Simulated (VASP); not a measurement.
# Zn (Fm-3m) in VASP: a series of runs, part 2 of 2

VASP 6.6.1. Earlier steps stand in the parts before.

## Step 4: Single point, PBE (volume scaled by 0.96)

INCAR reads:

```
  PREC = Accurate
  ENCUT = 520
  EDIFF = 1E-7
  ISMEAR = -1
  SIGMA = 0.1
  LREAL = False
  LASPH = True
  NELM = 80
  ALGO = Normal
  ISIF = 2
  LWAVE = False
  LCHARG = False
  GGA = PE
  NBANDS = 12
```

KPOINTS reads:

```
regular mesh
0
Gamma
  15 15 15
```

POSCAR reads:

```
Zn
1.0
    0.0000000000      1.9391258191      1.9391258191
    1.9391258191      0.0000000000      1.9391258191
    1.9391258191      1.9391258191      0.0000000000
Zn
1
Direct
    0.0000000000      0.0000000000      0.0000000000
```

Started as:

```sh
cat potpaw_PBE.64/Zn/POTCAR > POTCAR
mpirun -np 1 vasp_std > vasp.out
```

Run time: 13 s. Hardware: 1 thread of Intel Xeon Platinum 8559C (Emerald Rapids), shared host; peak memory 0.13 GiB.

Results (log left out):

```yaml
Free_energy: -1.0828 eV
Pressure: 3.3 GPa
Band_gap_on_the_k_mesh: zero (band 6 reaches 5.23 eV, above the bottom of band 7 at 2.20 eV)
```

Levels at points of the mesh, in eV from the Fermi level:
```tsv
k point	band 2	band 3	band 4	band 5	band 6	band 7	band 8	band 9	band 10	band 11
(0.00, 0.00, 0.00)	-7.71	-7.71	-7.71	-7.31	-7.31	18.84	18.84	18.84	19.21	21.56
```

Caveat: the cell differs from its parent crystal (volume scaled by 0.96).

## Step 5: Single point, PBE

This run uses another cell than the first one, of 15.19 Å³/atom, 1.136 times its volume.

INCAR reads:

```
PREC = Accurate
ENCUT = 520
EDIFF = 1E-7
ISMEAR = -1
SIGMA = 0.1
LREAL = F
LASPH = T
NELM = 60
ALGO = Normal
ISIF = 2
LWAVE = F
LCHARG = F
GGA = PE
NBANDS = 12
```

KPOINTS is that of step 4.

POSCAR reads:

```
Zn
1.0
    0.0000000000      1.9656924878      1.9656924878
    1.9656924878      0.0000000000      1.9656924878
    1.9656924878      1.9656924878      0.0000000000
Zn
1
Direct
    0.0000000000      0.0000000000      0.0000000000
```

Started as:

```sh
cat potpaw_PBE.64/Zn/POTCAR > POTCAR
mpirun -np 1 vasp_std > vasp.out
```

Wall time 13 s (1 thread of Intel Xeon Platinum 8559C (Emerald Rapids), shared host); peak memory 0.14 GiB.

It converged, with:

```
Free energy            : -1.0890 eV
Pressure               : 0.1 GPa
Band gap on the k mesh : zero (band 6 reaches 4.88 eV, above the bottom of band 7 at 1.84 eV)
```

Levels at points of the mesh, in eV from the Fermi level:
```csv
k point,band 3,band 4,band 5,band 6,band 7,band 8,band 9,band 10
"(0.00, 0.00, 0.00)",-7.58,-7.58,-7.21,-7.21,18.29,18.29,18.29,18.92
```

## Step 6: Single point, PBE (volume scaled by 1.04)

INCAR reads:

```
PREC = Accurate ; ENCUT = 520
EDIFF = 1E-6 ; ISMEAR = -1
SIGMA = 0.1 ; LREAL = F
LASPH = T ; NELM = 60
ALGO = Normal ; ISIF = 2
LWAVE = F ; LCHARG = F
GGA = PE ; NBANDS = 12
```

KPOINTS is that of step 5.

POSCAR reads:

```
Zn
1.0
    0.0000000000      1.9915598290      1.9915598290
    1.9915598290      0.0000000000      1.9915598290
    1.9915598290      1.9915598290      0.0000000000
Zn
1
Direct
    0.0000000000      0.0000000000      0.0000000000
```

Potentials or basis: VASP PAW PBE potentials, release 64 (Zn).

Started as:

```sh
cat potpaw_PBE.64/Zn/POTCAR > POTCAR
mpirun -np 1 vasp_std > vasp.out
```

OUTCAR:

```text
PREC = Accurate
   ENCUT = 520
   EDIFF = 1E-6
   ISMEAR = -1
   LREAL = F
   LASPH = T
   NELM = 60
   ISIF = 2
   GGA = PE

 ion  position               nearest neighbor table
   1  0.000  0.000  0.000-

  LATTYP: Found a face centered cubic cell.
 ALAT       =     3.9831196580

  Lattice vectors:

 A1 = (   0.0000000000,   1.9915598290,   1.9915598290)
 A2 = (   1.9915598290,   0.0000000000,   1.9915598290)
 A3 = (   1.9915598290,   1.9915598290,   0.0000000000)

Analysis of symmetry for initial positions (statically):
=====================================================================
 Subroutine PRICEL returns:
 Original cell was already a primitive cell.

 Routine SETGRP: Setting up the symmetry group for a
 face centered cubic supercell.

 Subroutine GETGRP returns: Found 48 space group operations
 (whereof 48 operations were pure point group operations)
 out of a pool of 48 trial point group operations.

The static configuration has the point symmetry O_h .

Analysis of symmetry for dynamics (positions and initial velocities):
=====================================================================
 Subroutine PRICEL returns:
[... 169 lines left out ...]
      6      -4.3680      2.00000
      7      20.5097      0.00000
      8      20.5097      0.00000
      9      20.5097      0.00000
     10      21.3885      0.00000
     11      23.3455      0.00000
     12      23.3455      0.00000
[... 331 lines left out ...]
 k-point    24 :       0.2000    0.1333    0.0000
  band No.  band energies     occupation
      1      -6.1170      2.00000
      2      -4.8536      2.00000
      3      -4.5874      2.00000
      4      -4.5765      2.00000
      5      -4.4212      2.00000
      6      -4.3025      2.00000
      7      14.4815      0.00000
      8      16.1530      0.00000
      9      18.0576      0.00000
     10      19.5549      0.00000
     11      20.5311      0.00000
     12      27.5090      0.00000

 [... further k-points ...]

------------------------ aborting loop because EDIFF is reached ----------------------------------------

  FORCE on cell =-STRESS in cart. coord.  units (eV):
  Direction    XX          YY          ZZ          XY          YZ          ZX
  --------------------------------------------------------------------------------------
  -------------------------------------------------------------------------------------
  Total       -0.2236732     -0.2236732     -0.2236732      0.0000000      0.0000000     -0.0000000
  in kB      -22.6837276    -22.6837276    -22.6837276      0.0000000      0.0000000     -0.0000000
  external PRESSURE =     -22.6837276 kB  Pullay stress =       0.0000000 kB

 VOLUME and BASIS-vectors are now :
 -----------------------------------------------------------------------------
  energy-cutoff  :      520.00
  volume of cell :       15.80
      direct lattice vectors                 reciprocal lattice vectors
     0.000000000  1.991559829  1.991559829    -0.251059493  0.251059493  0.251059493
     1.991559829  0.000000000  1.991559829     0.251059493 -0.251059493  0.251059493
     1.991559829  1.991559829  0.000000000     0.251059493  0.251059493 -0.251059493

 POSITION                                       TOTAL-FORCE (eV/Angst)
 -----------------------------------------------------------------------------------
      0.00000      0.00000      0.00000         0.000000      0.000000      0.000000
 -----------------------------------------------------------------------------------
    total drift:                                0.000000      0.000000     -0.000000

  FREE ENERGIE OF THE ION-ELECTRON SYSTEM (eV)
  ---------------------------------------------------
  free  energy   TOTEN  =        -1.0845431073 eV

  energy  without entropy=       -1.0737934031  energy(sigma->0) =       -1.07916826
```

OSZICAR:

```text
N       E                     dE             d eps       ncg     rms          rms(c)
DAV:   1     0.436004285575E+02    0.43600E+02   -0.66036E+03  2960   0.154E+03
DAV:   2     0.148793583128E+00   -0.43452E+02   -0.40644E+02  2988   0.218E+02
DAV:   3    -0.117044063708E+01   -0.13192E+01   -0.13169E+01  3356   0.377E+01
DAV:   4    -0.117372222723E+01   -0.32816E-02   -0.32815E-02  3228   0.178E+00
DAV:   5    -0.117372480999E+01   -0.25828E-05   -0.25830E-05  3344   0.488E-02    0.254E+00
DAV:   6    -0.109033320540E+01    0.83392E-01   -0.44864E-01  3468   0.134E+01    0.198E+00
DAV:   7    -0.108633450946E+01    0.39987E-02   -0.84449E-03  3120   0.177E+00    0.100E+00
DAV:   8    -0.108453194852E+01    0.18026E-02   -0.11097E-03  3440   0.468E-01    0.385E-02
DAV:   9    -0.108454255516E+01   -0.10607E-04   -0.82700E-05  3880   0.115E-01    0.209E-02
DAV:  10    -0.108454310729E+01   -0.55213E-06   -0.42722E-06  3204   0.312E-02
   1 F= -.10845431E+01 E0= -.10791683E+01  d E =-.107497E-01
```

Run time: 10 s. Hardware: 1 thread of Intel Xeon Platinum 8559C (Emerald Rapids), shared host; peak memory 0.14 GiB.

What came out:

| Quantity | Value |
| --- | --- |
| Free energy | -1.0845 eV |
| Pressure | -2.3 GPa |
| Band gap on the k mesh | zero (band 6 reaches 4.55 eV, above the bottom of band 7 at 1.52 eV) |

Caveat: the cell differs from its parent crystal (volume scaled by 1.04).

## Step 7: Summary

| cell | gap on the mesh (eV) | pressure (GPa) |
| --- | --- | --- |
| a = 2.664 Å, angles 60.0°, 1 atom | none | 12.5 |
| a = 2.704 Å, angles 60.0°, 1 atom | none | 7.4 |
| a = 2.742 Å, angles 60.0°, 1 atom | none | 3.3 |
| a = 2.780 Å, angles 60.0°, 1 atom | none | 0.1 |
| a = 2.816 Å, angles 60.0°, 1 atom | none | -2.3 |

Alike in all rows: task single point; level PBE; potentials or basis VASP PAW PBE potentials, release 64 (Zn); no spin polarisation; k mesh 15 × 15 × 15; cutoff (eV) 520; smearing fermi-dirac 0.1 eV.

Absolute energies hang on the potentials; compare differences alone.
